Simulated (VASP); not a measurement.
Input of a VASP 6.6.1 run:

INCAR

```
ALGO     = Normal         # electronic algorithm
EDIFF    = 1E-6           # SCF threshold, eV
ENCUT    = 520            # plane-wave cutoff, eV
GGA      = PE             # functional
GGA_COMPAT= False        
ISIF     = 2              # what is computed and relaxed
ISMEAR   = -1             # smearing method
LASPH    = True           # aspherical terms in the spheres
LCHARG   = False          # write CHGCAR
LREAL    = False          # projectors in reciprocal space
LWAVE    = False          # write WAVECAR
NBANDS   = 116            # bands
NELM     = 120            # most SCF steps
NELMDL   = -8           
PREC     = Accurate       # precision mode
SIGMA    = 0.05           # smearing width, eV
```

File KPOINTS:

```
k-points
0
Gamma
  3 3 1
```

The input POSCAR:

```
Zr16HCO
1.0
    6.4600000000      0.0000000000      0.0000000000
    3.2300000000      5.5945240000      0.0000000000
    0.0000000000      0.0000000000     20.7180850000
Zr C H O
16 1 1 1
Direct
   -0.1666629726      0.3333259452      0.0482670092
    0.3333370274      0.3333259452      0.0482670092
   -0.1666663688      0.8333327375      0.0482670092
    0.3333336312      0.8333327375      0.0482670092
   -0.0004225281     -0.0021270800      0.1628673693
    0.5008538340     -0.0017695875      0.1647980496
   -0.0016770220      0.5016512576      0.1636010278
    0.5004010056      0.4996314253      0.1620999238
   -0.1724380317      0.3313776114      0.2976529925
    0.3468925421      0.3239238942      0.2981163558
   -0.1761803524      0.8424845438      0.2988548411
    0.3377134843      0.8391241149      0.3026293212
   -0.0003411529     -0.0016087160      0.4187693988
    0.5016377755     -0.0157832909      0.4291950728
    0.0382270145      0.4375707388      0.4028847261
    0.4980197972      0.5004000340      0.4160471395
    0.8047520952      0.9211150046      0.4896688087
    1.3546571561      0.2781469880      0.4641017739
    0.6977157249      1.1871072499      0.4708784620
```

Potentials or basis: VASP PAW PBE potentials, release 64 (Zr_sv, C, H, O).

Launch:

```sh
$ cat potpaw_PBE.64/Zr_sv/POTCAR potpaw_PBE.64/C/POTCAR potpaw_PBE.64/H/POTCAR potpaw_PBE.64/O/POTCAR > POTCAR
$ mpirun -np 1 vasp_std > vasp.out
```

Estimate the band gap on the k mesh.

zero (an odd number of electrons rules out a gap without spin polarisation).

What does it give for the largest force?

2.827 eV/Å.

Forces in eV/Å, atoms in the order of the input:
```
Zr   0.139  0.004 -0.134
Zr  -0.142 -0.024 -0.059
Zr  -0.031 -0.035 -0.142
Zr   0.040  0.125 -0.174
Zr  -0.032 -0.037  0.505
Zr   0.035 -0.011  0.545
Zr   0.032 -0.049  0.120
Zr  -0.058 -0.062  0.472
Zr  -0.365 -0.245 -1.379
Zr   0.244 -0.165 -1.205
Zr   0.087 -0.261 -0.557
Zr   0.122  0.168 -0.750
Zr   0.902 -0.528 -0.849
Zr   1.197 -1.025 -0.361
Zr   0.429  1.828  2.113
Zr  -0.322 -1.405  0.493
C   -0.364  0.199 -0.202
H   -1.463  2.334  0.198
O   -0.449 -0.810  1.367
```

Caveat: the k points lie up to 0.37 Å⁻¹ apart, too coarse for converged energies and pressures of a metal; there is no dipole correction, which matters where the two faces differ; an odd number of electrons without spin polarisation forces a metal; a magnetic or distorted state may lie lower.
